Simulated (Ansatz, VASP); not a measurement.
**NiO in VASP and in Ansatz**

```xyz
2
Lattice="0.0000 2.0859 2.0859 2.0859 0.0000 2.0859 2.0859 2.0859 0.0000" Properties=species:S:1:pos:R:3 pbc="T T T"
Ni    0.0000    0.0000    0.0000
O     2.0859    2.0859    2.0859
```

Alike in both runs: functional PBEsol; k mesh 11 × 11 × 11; occupations fermi-dirac, width 0.05 eV; collinear spin; Hubbard terms Ni d U = 5.0 eV.

|  | VASP | Ansatz |
| --- | --- | --- |
| version | VASP 6.6.1 | Ansatz 0.2.0 |
| potentials or method | VASP PAW PBE potentials, release 64 (Ni, O) | Ansatz PAW |
| plane-wave cutoff (eV) | 520 | 420 |
| valence electrons in the cell | 16 | 24 |
| task | single point | projected density of states |

|  | VASP | Ansatz | Ansatz less VASP |
| --- | --- | --- | --- |
| gap on the k mesh at the Fermi level (eV) | 1.68 | 1.48 | -0.203 |
| least direct gap on the mesh (eV) | 2.41 | 2.23 | -0.180 |
| pressure (GPa) | -5.5 | 3.1 | +8.59 |
| net moment per atom (μB) | 1.00 | 1.00 | 0.000 |
| size of the moment on the site where the two differ most (μB) | 1.77 | 1.69 | -0.086 |

VASP's potentials were made for PBE, not for PBEsol. Site moments also hang on the region over which each program counts them. The programs project onto different local orbitals, so the same U acts differently, and such runs can settle in different states. VASP's potentials hold 16 valence electrons a cell and Ansatz's 24, so a difference there can come from the potentials and not from the codes.

Noted on Ansatz's run: the magnetic or orbital state may not be the lowest; odd divisions of the mesh miss points on the zone boundary, where band edges often lie, so the gap on the mesh can be too wide.
